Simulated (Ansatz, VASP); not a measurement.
**Two plane-wave programs on MgH2**

INCAR

```
PREC = Accurate ; ENCUT = 520
EDIFF = 1E-6 ; ISMEAR = 0
SIGMA = 0.05 ; LREAL = False
LASPH = True ; NELM = 100
ALGO = Normal ; ISIF = 2
LWAVE = False ; LCHARG = False
GGA = PE ; NBANDS = 9
```

Contents of KPOINTS:

```
Automatic mesh
0
Gamma
  12 12 12
```

The input POSCAR:

```
MgH2
1.0
    0.0000000000      2.3324603204      2.3324603204
    2.3324603204      0.0000000000      2.3324603204
    2.3324603204      2.3324603204      0.0000000000
Mg H
1 2
Direct
    0.0000000000      0.0000000000      0.0000000000
    0.7500000000      0.7500000000      0.7500000000
    0.2500000000      0.2500000000      0.2500000000
```

Input for Ansatz:

```yaml
crystal:
  lattice:
    - [0.0, 2.3324603204, 2.3324603204]
    - [2.3324603204, 0.0, 2.3324603204]
    - [2.3324603204, 2.3324603204, 0.0]
  atoms:
    - { symbol: Mg, position: [0.0, 0.0, 0.0] }
    - { symbol: H, position: [0.75, 0.75, 0.75] }
    - { symbol: H, position: [0.25, 0.25, 0.25] }
basis:
  ecutwfc: 420
  fft_grid_basis: typed
kpoints:
  mp_grid: { grid: [12, 12, 12] }
hamiltonian:
  xc: pbe
scf:
  occupations: { method: gaussian, width: 0.05 }
output:
  forces: true
  stress: true
  eigenvalues: true
  bader: true
  write_density: true
  volumetric_format: npy
  elf: true
```

Alike in both runs: task single point; functional PBE; k mesh 12 × 12 × 12; occupations gaussian, width 0.05 eV; no spin polarisation.

```csv
,VASP,Ansatz
version,VASP 6.6.1,Ansatz 0.2.0
potentials or method,"VASP PAW PBE potentials, release 64 (Mg, H), cutoff 520 eV","scalar-relativistic, plane waves, PAW"
valence electrons in the cell,4,12
```

```csv
,VASP,Ansatz,Ansatz less VASP
gap on the k mesh at the Fermi level (eV),none,none,-
pressure (GPa),3.4,3.8,+0.42
```

A gap of «none» marks a metal or a gap that the smearing closes. The functional is the same, so the differences come from potentials, cutoffs and numerics. VASP's potentials hold 4 valence electrons a cell and Ansatz's 12, so a difference there can come from the potentials and not from the codes.
